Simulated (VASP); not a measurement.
HfN, 4 atoms in the cell. Symmetry: P6_3/mmc, No. 194, hexagonal system. Conventional cell: a = 3.007 Å, b = 3.007 Å, c = 5.208 Å, α = 90.00°, β = 90.00°, γ = 120.00°. Within 2.9 Å of Hf (site symmetry -6m2) lie 6 N at 2.17 Å. N (site symmetry -3m) has 6 Hf at 2.17 Å and 2 N at 2.60 Å within 2.9 Å. 

```yaml
Program: VASP 6.6.1
Task: single point
Functional: PBEsol
Potentials_or_basis: VASP PAW PBE potentials, release 64 (Hf_pv, N)
Cutoff: 520 eV
k_mesh: 8 × 8 × 4
Occupations: gaussian, width 0.1 eV
Spin: no spin polarisation
Dipole_correction: no
Further_INCAR_settings: ALGO = Normal; EDIFF = 1e-06; NBANDS = 23
```

Potentials or basis: VASP PAW PBE potentials, release 64 (Hf_pv, N).

Launch:

```sh
$ cat potpaw_PBE.64/Hf_pv/POTCAR potpaw_PBE.64/N/POTCAR > POTCAR
$ mpirun -np 1 vasp_std > vasp.out
```

Hardware: 1 thread of AMD EPYC 9R45 96-Core Processor (Zen 5) (shared host).

Task: How long does it take, and how much memory?

Result: Wall time 19 s on 1 thread of AMD EPYC 9R45 96-Core Processor (Zen 5), on a shared host, peak memory 0.14 GiB. Counts: scf iterations 13, k points 30.
